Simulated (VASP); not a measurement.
# FeGe (P1) in VASP: further runs

The runs below take FeGe through single point, with r2SCAN.

Everything below comes from runs of VASP 6.6.1. Logs are shortened: lines on timing, memory, paths and dates and some standing lists are left out, and cuts for length are marked.

### 1 The cell of the first run

The typed cell holds 2 atoms: a = 3.016 Å, b = 3.016 Å, c = 3.016 Å, α = 90.00°, β = 90.00°, γ = 90.00°.

### 2 Single point, r2SCAN, collinear spin, ferromagnetic start

POSCAR reads:

```
FeGe
1.0
    3.0161690670      0.0000000000      0.0000000000
    0.0000000000      3.0161690670      0.0000000000
    0.0000000000      0.0000000000      3.0161690670
Fe Ge
1 1
Direct
    0.0000000000      0.0000000000      0.0000000000
    0.4633440200      0.4507515000      0.4535288900
```

INCAR.step1 reads:

```
SYSTEM = FeGe
PREC = Accurate
ENCUT = 520
ISMEAR = 0
SIGMA = 0.05
LREAL = .False.
LASPH = .True.
NELM = 150
ISPIN = 2
MAGMOM = 4 0
LMAXMIX = 4
NBANDS = 22
GGA = PE
ALGO = Normal
EDIFF = 1E-4
LWAVE = .True.
LCHARG = .False.
```

INCAR.step2 reads:

```
SYSTEM = FeGe
PREC = Accurate
ENCUT = 520
EDIFF = 1E-6
ISMEAR = 0
SIGMA = 0.05
LREAL = .False.
LASPH = .True.
NELM = 150
ALGO = Normal
ISIF = 2
LWAVE = .False.
LCHARG = .True.
ISPIN = 2
MAGMOM = 4 0
LORBIT = 11
LMAXMIX = 4
METAGGA = R2SCAN
LMIXTAU = .True.
LELF = .True.
LVHAR = .True.
NBANDS = 22
ISTART = 1
```

KPOINTS reads:

```
regular mesh
0
Gamma
  3 3 3
  0 0 0
```

Potentials or basis: VASP PAW PBE potentials, release 64 (Fe, Ge_d).

Launch:

```bash
$ cat potpaw_PBE.64/Fe/POTCAR potpaw_PBE.64/Ge_d/POTCAR > POTCAR
$ cp INCAR.step1 INCAR
$ mpirun -np 1 vasp_std > vasp.out
$ cp INCAR.step2 INCAR
$ mpirun -np 1 vasp_std > vasp.out
```

OUTCAR:

```text
SYSTEM = FeGe
   PREC = Accurate
   ENCUT = 520
   EDIFF = 1E-6
   ISMEAR = 0
   LREAL = .False.
   LASPH = .True.
   NELM = 150
   ISIF = 2
   ISPIN = 2
   LORBIT = 11
   METAGGA = R2SCAN
   ISTART = 1

 ion  position               nearest neighbor table
   1  0.000  0.000  0.000-   2 2.38   2 2.52   2 2.55   2 2.56   2 2.68   2 2.69   2 2.72   2 2.84

   2  0.463  0.451  0.454-   1 2.38   1 2.52   1 2.55   1 2.56   1 2.68   1 2.69   1 2.72   1 2.84

  LATTYP: Found a simple cubic cell.
 ALAT       =     3.0161690670

  Lattice vectors:

 A1 = (   3.0161690670,   0.0000000000,   0.0000000000)
 A2 = (   0.0000000000,   3.0161690670,   0.0000000000)
 A3 = (   0.0000000000,   0.0000000000,   3.0161690670)

Analysis of symmetry for initial positions (statically):
=====================================================================
 Subroutine PRICEL returns:
 Original cell was already a primitive cell.

 Routine SETGRP: Setting up the symmetry group for a
 simple cubic supercell.

 Subroutine GETGRP returns: Found  1 space group operations
 (whereof  1 operations were pure point group operations)
 out of a pool of 48 trial point group operations.

The static configuration has the point symmetry C_1 .

Analysis of symmetry for dynamics (positions and initial velocities):
=====================================================================
 Subroutine PRICEL returns:
 Original cell was already a primitive cell.

 Routine SETGRP: Setting up the symmetry group for a
 simple cubic supercell.

 Subroutine GETGRP returns: Found  1 space group operations
 (whereof  1 operations were pure point group operations)
 out of a pool of 48 trial point group operations.

The dynamic configuration has the point symmetry C_1 .

Analysis of structural, dynamic, and magnetic symmetry:
=====================================================================
 Subroutine PRICEL returns:
 Original cell was already a primitive cell.

 Routine SETGRP: Setting up the symmetry group for a
 simple cubic supercell.

 Subroutine GETGRP returns: Found  1 space group operations
 (whereof  1 operations were pure point group operations)
 out of a pool of 48 trial point group operations.

The overall configuration has the point symmetry C_1 .

 Subroutine INISYM returns: Found  1 space group operations
 (whereof  1 operations are pure point group operations),
 and found     1 'primitive' translations

----------------------------------------------------------------------------------------

                                     Primitive cell

  volume of cell :      27.4389

  direct lattice vectors                    reciprocal lattice vectors
     3.016169067  0.000000000  0.000000000     0.331546401  0.000000000  0.000000000
     0.000000000  3.016169067  0.000000000     0.000000000  0.331546401  0.000000000
     0.000000000  0.000000000  3.016169067     0.000000000  0.000000000  0.331546401

  length of vectors
     3.016169067  3.016169067  3.016169067     0.331546401  0.331546401  0.331546401

  position of ions in fractional coordinates (direct lattice)
     0.000000000  0.000000000  0.000000000
     0.463344020  0.450751500  0.453528890

  ion indices of the primitive-cell ions
   primitive index   ion index
                 1           1
                 2           2

----------------------------------------------------------------------------------------

 KPOINTS: regular mesh

Automatic generation of k-mesh.
 Grid dimensions read from file:
 generate k-points for:    3    3    3

 Generating k-lattice:

  Cartesian coordinates                     Fractional coordinates (reciprocal lattice)
     0.110515467  0.000000000  0.000000000     0.333333333  0.000000000  0.000000000
     0.000000000  0.110515467  0.000000000     0.000000000  0.333333333  0.000000000
     0.000000000  0.000000000  0.110515467     0.000000000  0.000000000  0.333333333

  Length of vectors
     0.110515467  0.110515467  0.110515467

  Shift w.r.t. Gamma in fractional coordinates (k-lattice)
     0.000000000  0.000000000  0.000000000

 Subroutine IBZKPT returns following result:
 ===========================================

 Found     14 irreducible k-points:

 Following reciprocal coordinates:
            Coordinates               Weight
  0.000000  0.000000  0.000000      1.000000
  0.333333  0.000000  0.000000      2.000000
  0.000000  0.333333  0.000000      2.000000
  0.000000  0.000000  0.333333      2.000000
  0.333333  0.333333  0.000000      2.000000
  0.000000  0.333333  0.333333      2.000000
  0.333333  0.000000  0.333333      2.000000
 -0.333333  0.333333  0.000000      2.000000
 -0.333333  0.000000  0.333333      2.000000
  0.000000 -0.333333  0.333333      2.000000
  0.333333  0.333333  0.333333      2.000000
 -0.333333  0.333333  0.333333      2.000000
 -0.333333 -0.333333  0.333333      2.000000
  0.333333 -0.333333  0.333333      2.000000
   k-points           NKPTS =     14   k-points in BZ     NKDIM =     14   number of bands    NBANDS=     22
   number of dos      NEDOS =    301   number of ions     NIONS =      2
   total plane-waves  NPLWV =  13824
   dimension x,y,z NGX =    24 NGY =   24 NGZ =   24
   dimension x,y,z NGXF=    48 NGYF=   48 NGZF=   48
   ions per type =               1   1
   NGX,Y,Z   is equivalent  to a cutoff of  13.23, 13.23, 13.23 a.u.
   NGXF,Y,Z  is equivalent  to a cutoff of  26.46, 26.46, 26.46 a.u.
 SYSTEM =  FeGe
   PREC   = accura    normal or accurate (medium, high low for compatibility)
   ISTART =      1    job   : 0-new  1-cont  2-samecut
   ICHARG =      0    charge: 1-file 2-atom 10-const
   ISPIN  =      2    spin polarized calculation?
   LNONCOLLINEAR =      F non collinear calculations
   LSORBIT =      F    spin-orbit coupling
   LASPH  =      T    aspherical Exc in radial PAW
   ENCUT  =  520.0 eV  38.22 Ry    6.18 a.u.   5.61  5.61  5.61*2*pi/ulx,y,z
   NELM   =    150;   NELMIN=  2; NELMDL=  0     # of ELM steps
   EDIFF  = 0.1E-05   stopping-criterion for ELM
   LREAL  =      F    real-space projection
   EDIFFG = 0.1E-04   stopping-criterion for IOM
   NSW    =      0    number of steps for IOM
   IBRION =     -1    ionic relax: 0-MD 1-quasi-New 2-CG
   NFREE  =      0    steps in history (QN), initial steepest desc. (CG)
   ISIF   =      2    stress and relaxation
   ISYM   =      2    0-nonsym 1-usesym 2-fastsym
   POTIM  = 0.5000    time-step for ionic-motion
   TEBEG  =    0.0;   TEEND  =   0.0 temperature during run
   PSTRESS=    0.0 pullay stress
   NELECT =      22.0000    total number of electrons
   NUPDOWN=      -1.0000    fix difference up-down
   EMIN   =  10.00;   EMAX   =-10.00  energy-range for DOS
   EFERMI =   0.00;   METHOD = LEGACY
   ISMEAR =     0;   SIGMA  =   0.05  broadening in eV -4-tet -1-fermi 0-gaus
   EFERMI_NEDOS =   21; number of points for ismear=-14 and -15
   IALGO  =     38    algorithm
   IMIX   =      4    mixing-type and parameters
     AMIX     =   0.40;   BMIX     =  1.00
     AMIX_MAG =   1.60;   BMIX_MAG =  1.00
  volume/ion in A,a.u.               =      13.72        92.58
  Fermi-wavevector in a.u.,A,eV,Ry     =   1.520874  2.874036 31.471081  2.313059
  Thomas-Fermi vector in A             =   2.629666
   LORBIT       =     11    0 simple, 1 ext, 2 COOP (PROOUT), +10 PAW based schemes
   METAGGA = R2SCAN    functional components
   LHFCALC =     F    Hartree Fock is set to
   AEXX    =    0.0000 exact exchange contribution
   IVDW    =     0    specifies the selected vdW correction
   LEPSILON=     F    determine dielectric tensor
   LRPA    =     F    only Hartree local field effects (RPA)
 spin polarized calculation
 Gauss-broadening in eV      SIGMA  =   0.05
  energy-cutoff  :      520.00
  volume of cell :       27.44
 maximum number of plane-waves:       748
 NGX is ok and might be reduce to    24
   NGX = 11   NGY = 11   NGZ = 11

 number of electron      22.0000004 magnetization       1.9259389

 Free energy of the ion-electron system (eV)
  ---------------------------------------------------
  ext. energy  EPLUGINS =         0.00000000
  ---------------------------------------------------
  free energy    TOTEN  =       -27.45857502 eV

  energy without entropy =      -27.45672269  energy(sigma->0) =      -27.45764885

 E-fermi :   7.2504     XC(G=0): -13.7531

 val. band max:        7.2260100735   @ k =   0.3333   0.3333   0.0000
 cond. band min:       7.4077784710   @ k =   0.0000   0.0000   0.0000
 fundamental gap:      0.1817683974
 Fermi energy:         7.2504459436

 spin component 1

 k-point     1 :       0.0000    0.0000    0.0000
  band No.  band energies     occupation
      1     -17.7615      1.00000
      2     -17.7609      1.00000
      3     -17.6788      1.00000
      4     -17.6706      1.00000
      5     -17.6699      1.00000
      6      -5.9771      1.00000
[... 14 lines left out ...]
     21      29.1314      0.00000
     22      29.1487      0.00000
[... 301 lines left out ...]
 k-point    14 :       0.3333   -0.3333    0.3333
  band No.  band energies     occupation
      1     -17.7251      1.00000
      2     -17.7204      1.00000
      3     -17.7175      1.00000
      4     -17.6494      1.00000
      5     -17.6487      1.00000
      6      -1.1821      1.00000
[... 14 lines left out ...]
     21      31.7359      0.00000
     22      34.7428      0.00000
 Fermi energy:         7.2504459436

 spin component 2

 k-point     1 :       0.0000    0.0000    0.0000
  band No.  band energies     occupation
      1     -17.7539      1.00000
      2     -17.7537      1.00000
      3     -17.6621      1.00000
      4     -17.6585      1.00000
      5     -17.6582      1.00000
      6      -6.1061      1.00000
[... 14 lines left out ...]
     21      29.8186      0.00000
     22      29.8213      0.00000
[... 302 lines left out ...]
  band No.  band energies     occupation
      1     -17.7116      1.00000
      2     -17.7090      1.00000
      3     -17.7074      1.00000
      4     -17.6385      1.00000
      5     -17.6384      1.00000
      6      -1.1590      1.00000
[... 14 lines left out ...]
     21      32.2558      0.00000
     22      34.8504      0.00000

------------------------ aborting loop because EDIFF is reached ----------------------------------------

  FORCE on cell =-STRESS in cart. coord.  units (eV):
  Direction    XX          YY          ZZ          XY          YZ          ZX
  --------------------------------------------------------------------------------------
  -------------------------------------------------------------------------------------
  Total       -0.7547470     -0.8511922     -0.8520768      0.4085973      0.5215914      0.3914747
  in kB      -44.0701912    -49.7016939    -49.7533447     23.8582766     30.4560787     22.8584755
  external PRESSURE =     -47.8417433 kB  Pullay stress =       0.0000000 kB

 VOLUME and BASIS-vectors are now :
 -----------------------------------------------------------------------------
  energy-cutoff  :      520.00
  volume of cell :       27.44
      direct lattice vectors                 reciprocal lattice vectors
     3.016169067  0.000000000  0.000000000     0.331546401  0.000000000  0.000000000
     0.000000000  3.016169067  0.000000000     0.000000000  0.331546401  0.000000000
     0.000000000  0.000000000  3.016169067     0.000000000  0.000000000  0.331546401

 POSITION                                       TOTAL-FORCE (eV/Angst)
 -----------------------------------------------------------------------------------
      0.00000      0.00000      0.00000        -0.461059     -0.596116     -0.568632
      1.39752      1.35954      1.36792         0.461059      0.596116      0.568632
 -----------------------------------------------------------------------------------
    total drift:                               -0.005605      0.005659      0.004834

  FREE ENERGIE OF THE ION-ELECTRON SYSTEM (eV)
  ---------------------------------------------------
  free  energy   TOTEN  =       -27.4585750161 eV

  energy  without entropy=      -27.4567226894  energy(sigma->0) =      -27.45764885

 total charge

# of ion       s       p       d       tot
------------------------------------------
    1        0.389   0.409   6.333   7.130
    2        1.139   1.204  10.078  12.421
--------------------------------------------------
tot          1.528   1.613  16.410  19.551

 magnetization (x)

# of ion       s       p       d       tot
------------------------------------------
    1        0.010   0.009   1.951   1.970
    2        0.049  -0.043  -0.011  -0.005
--------------------------------------------------
tot          0.059  -0.034   1.939   1.965
```

It took 33 s on 1 thread of Intel Xeon 6975P-C (Granite Rapids), shared host; peak memory 0.16 GiB.

What came out:

* Free energy: -27.4586 eV
* Pressure: -4.8 GPa
* Largest force: 0.944 eV/Å
* Net moment: 1.93 μB per cell
* Site moments: Fe +1.97; Ge -0.01 μB
* Valence electrons inside the program's atomic spheres: Fe 7.13; Ge 12.42

Forces on the atoms (eV/Å):
```
Fe  -0.461 -0.596 -0.569
Ge   0.461  0.596  0.569
```

Stress tensor (GPa, compression positive):
```
-4.41  2.39  2.29
 2.39 -4.97  3.05
 2.29  3.05 -4.98
```

Caveat: the k points lie up to 0.69 Å⁻¹ apart; the PAW data sets were made with another functional, which shifts forces and pressure a little.

### 3 Single point, r2SCAN, collinear spin, ferromagnetic start

POSCAR is that of step 2.

INCAR.step1 reads:

```
  PREC = Accurate
  ENCUT = 520
  ISMEAR = 0
  SIGMA = 0.05
  LREAL = False
  LASPH = True
  NELM = 150
  ISPIN = 2
  MAGMOM = 2 0
  LMAXMIX = 4
  NBANDS = 22
  GGA = PE
  ALGO = Normal
  EDIFF = 1E-4
  LWAVE = True
  LCHARG = False
```

INCAR.step2 reads:

```
  PREC = Accurate
  ENCUT = 520
  EDIFF = 1E-6
  ISMEAR = 0
  SIGMA = 0.05
  LREAL = False
  LASPH = True
  NELM = 150
  ALGO = Normal
  ISIF = 2
  LWAVE = False
  LCHARG = False
  ISPIN = 2
  MAGMOM = 2 0
  LORBIT = 11
  LMAXMIX = 4
  METAGGA = R2SCAN
  LMIXTAU = True
  NBANDS = 22
  ISTART = 1
```

KPOINTS reads:

```
regular mesh
0
Gamma
  3 3 3
```

Potentials or basis: VASP PAW PBE potentials, release 64 (Fe, Ge_d).

Launch:

```bash
$ cat potpaw_PBE.64/Fe/POTCAR potpaw_PBE.64/Ge_d/POTCAR > POTCAR
$ cp INCAR.step1 INCAR
$ mpirun -np 1 vasp_std > vasp.out
$ cp INCAR.step2 INCAR
$ mpirun -np 1 vasp_std > vasp.out
```

Wall time 24 s (1 thread of Intel Xeon 6975P-C (Granite Rapids), shared host); peak memory 0.16 GiB.

It converged, with:

```
Free energy                                           : -27.2540 eV
Pressure                                              : -21.6 GPa
Largest force                                         : 0.406 eV/Å
Band gap on the k mesh                                : 0.63 eV, indirect (least direct gap 0.77 eV)
Net moment                                            : 0.00 μB per cell
Valence electrons inside the program's atomic spheres : Fe 7.20; Ge 12.33
```

Forces in eV/Å, atoms in the order of the input:
```
Fe  -0.201 -0.254 -0.245
Ge   0.201  0.254  0.245
```

Stress tensor (GPa, compression positive):
```
-21.58   2.73   2.60
  2.73 -21.53   3.38
  2.60   3.38 -21.54
```

Levels at points of the mesh, in eV from the valence-band top:
Spin up:
| k point | band 8 | band 9 | band 10 | band 11 | band 12 | band 13 | band 14 | band 15 |
| --- | --- | --- | --- | --- | --- | --- | --- | --- |
| (0.00, 0.00, 0.00) | -1.85 | -0.17 | -0.04 | -0.03 | 3.56 | 3.60 | 3.63 | 9.22 |
Spin down:
| k point | band 7 | band 8 | band 9 | band 10 | band 11 | band 12 | band 13 | band 14 | band 15 | band 16 |
| --- | --- | --- | --- | --- | --- | --- | --- | --- | --- | --- |
| (0.00, 0.00, 0.00) | -1.85 | -1.85 | -0.17 | -0.04 | -0.03 | 3.56 | 3.60 | 3.63 | 9.22 | 9.82 |

Caveat: the k points lie up to 0.69 Å⁻¹ apart; the starting moments collapsed, and a magnetic state may lie lower; the PAW data sets were made with another functional, which shifts forces and pressure a little. r2SCAN opens gaps a little over a GGA but as a rule still falls short of measured ones.

### 4 Single point, r2SCAN, collinear spin, ferromagnetic start

POSCAR reads:

```
FeGe
1.0
    3.0161735380      0.0000000000      0.0000000000
    0.0000000000      3.0161735380      0.0000000000
    0.0000000000      0.0000000000      3.0161735380
Fe Ge
1 1
Direct
    0.0000000000      0.0000000000      0.0000000000
    0.4633440200      0.4507515000      0.4535288900
```

INCAR.step1 reads:

```
ALGO = Normal
EDIFF = 1E-4
ENCUT = 520
GGA = PE
ISMEAR = 0
ISPIN = 2
LASPH = True
LCHARG = False
LMAXMIX = 4
LREAL = False
LWAVE = True
MAGMOM = 4 0
NBANDS = 22
NELM = 150
PREC = Accurate
SIGMA = 0.05
```

INCAR.step2 reads:

```
ALGO = Normal
EDIFF = 1E-7
ENCUT = 520
ISIF = 2
ISMEAR = 0
ISPIN = 2
ISTART = 1
LASPH = True
LCHARG = False
LMAXMIX = 4
LMIXTAU = True
LORBIT = 11
LREAL = False
LWAVE = False
MAGMOM = 4 0
METAGGA = R2SCAN
NBANDS = 22
NELM = 150
PREC = Accurate
SIGMA = 0.05
```

KPOINTS reads:

```
k-points
0
Gamma
  3 3 3
```

Launch:

```bash
$ cat potpaw_PBE.64/Fe/POTCAR potpaw_PBE.64/Ge_d/POTCAR > POTCAR
$ cp INCAR.step1 INCAR
$ mpirun -np 1 vasp_std > vasp.out
$ cp INCAR.step2 INCAR
$ mpirun -np 1 vasp_std > vasp.out
```

Run time: 4 min. Hardware: 1 thread of AMD EPYC 7R13, shared host; peak memory 0.13 GiB.

It converged, with:

* Free energy: -27.4586 eV
* Pressure: -4.8 GPa
* Largest force: 0.944 eV/Å
* Net moment: 1.93 μB per cell
* Site moments: Fe +1.97; Ge -0.01 μB
* Valence electrons inside the program's atomic spheres: Fe 7.13; Ge 12.42

Forces on the atoms (eV/Å):
```
Fe  -0.461 -0.596 -0.568
Ge   0.461  0.596  0.568
```

Stress tensor (GPa, compression positive):
```
-4.41  2.38  2.29
 2.38 -4.98  3.05
 2.29  3.05 -5.00
```

Levels at points of the mesh, in eV from the Fermi level:
Spin up:
```csv
k point,band 9,band 10,band 11,band 12,band 13,band 14,band 15,band 16
"(0.00, 0.00, 0.00)",-1.72,-1.68,-1.67,3.13,3.19,3.23,8.52,9.11
```
Spin down:
| k point | band 8 | band 9 | band 10 | band 11 | band 12 | band 13 |
| --- | --- | --- | --- | --- | --- | --- |
| (0.00, 0.00, 0.00) | -1.25 | 0.16 | 0.40 | 0.42 | 3.28 | 3.34 |

Caveat: the k points lie up to 0.69 Å⁻¹ apart; the PAW data sets were made with another functional, which shifts forces and pressure a little.
